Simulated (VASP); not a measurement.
The system is KBr.

```
Br K
1.0
     0.00000    3.30000    3.30000
     3.30000    0.00000    3.30000
     3.30000    3.30000    0.00000
Br K
1 1
Direct
  0.50000 0.50000 0.50000
  0.00000 0.00000 0.00000
```

| Property | Result |
| --- | --- |
| Program | VASP 6.6.1 |
| Task | relaxation of cell and atoms |
| Functional | PBE |
| Potentials or basis | VASP PAW PBE potentials, release 64 (Br, K_sv) |
| Cutoff | 600 eV |
| k mesh | 7 × 7 × 7 |
| Occupations | fermi-dirac, width 0.05 eV |
| Spin | no spin polarisation |

At the start: pressure 0.8 GPa; volume 35.94 Å³/atom.

Where does the relaxation end?

Over 3 steps the energy falls by 4.2 meV/atom and the volume is 37.65 Å³/atom (+4.8 %); space group Fm-3m (No. 225, to 0.1 Å) before and after.

The path:
| step | energy change (eV) | largest force (eV/Å) | pressure (GPa) | volume (Å³) |
| --- | --- | --- | --- | --- |
| 1 | 0.0000 | 0.0000 | 0.77 | 71.87 |
| 2 | -0.0063 | 0.0000 | 0.35 | 73.68 |
| 3 | -0.0084 | 0.0000 | 0.04 | 75.30 |

Final structure:
```
CELL_PARAMETERS angstrom
0.00000 3.35159 3.35159
3.35159 0.00000 3.35159
3.35159 3.35159 0.00000
ATOMIC_POSITIONS crystal
Br 0.50000 0.50000 0.50000
K 0.00000 0.00000 0.00000
```
